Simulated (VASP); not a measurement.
Write the native input for VASP 6.6.1 that does the following.

- Task: single point
- Functional: PBEsol
- Potentials or basis: VASP PAW PBE potentials, release 64 (Mg, O)
- Cutoff: 520 eV
- k mesh: 9 × 9 × 6
- Occupations: gaussian, width 0.05 eV
- Spin: no spin polarisation
- Dipole correction: no
- Further INCAR settings: ALGO = Normal; EDIFF = 1e-07; NBANDS = 16

The structure of MgO lies in POSCAR:

```
MgO
1.0
    3.3034677759      0.0000000000      0.0000000000
   -1.6517338880      2.8608870145      0.0000000000
    0.0000000000      0.0000000000      5.0193881071
Mg O
2 2
Direct
    0.3333333333      0.6666666667      0.0036583441
    0.6666666667      0.3333333333      0.5036583441
    0.3333333333      0.6666666667      0.4009416559
    0.6666666667      0.3333333333      0.9009416559
```

These files were run (other wordings do the same):

INCAR

```
SYSTEM = MgO
ALGO     = Normal         ! electronic algorithm
EDIFF    = 1E-7           ! SCF threshold, eV
ENCUT    = 520            ! plane-wave cutoff, eV
GGA      = PS             ! functional
ISIF     = 2              ! what is computed and relaxed
ISMEAR   = 0              ! smearing method
LASPH    = .TRUE.         ! aspherical terms in the spheres
LCHARG   = .FALSE.        ! write CHGCAR
LREAL    = .FALSE.        ! projectors in reciprocal space
LWAVE    = .FALSE.        ! write WAVECAR
NBANDS   = 16             ! bands
NELM     = 80             ! most SCF steps
PREC     = Accurate       ! precision mode
SIGMA    = 0.05           ! smearing width, eV
```

KPOINTS

```
k-points
0
G
  9 9 6
  0 0 0
```

Potentials or basis: VASP PAW PBE potentials, release 64 (Mg, O).

Launch:

```bash
$ cat potpaw_PBE.64/Mg/POTCAR potpaw_PBE.64/O/POTCAR > POTCAR
$ mpirun -np 1 vasp_std > vasp.out
```

Results of the run:

- Pressure: -0.3 GPa
- Band gap on the k mesh: 3.35 eV, direct

Caveat: the PAW data sets were made with another functional, which shifts forces and pressure a little.

Wall time 15 s on 1 thread of Intel(R) Xeon(R) 6975P-C (Granite Rapids), with other jobs on the host, peak memory 0.19 GiB.
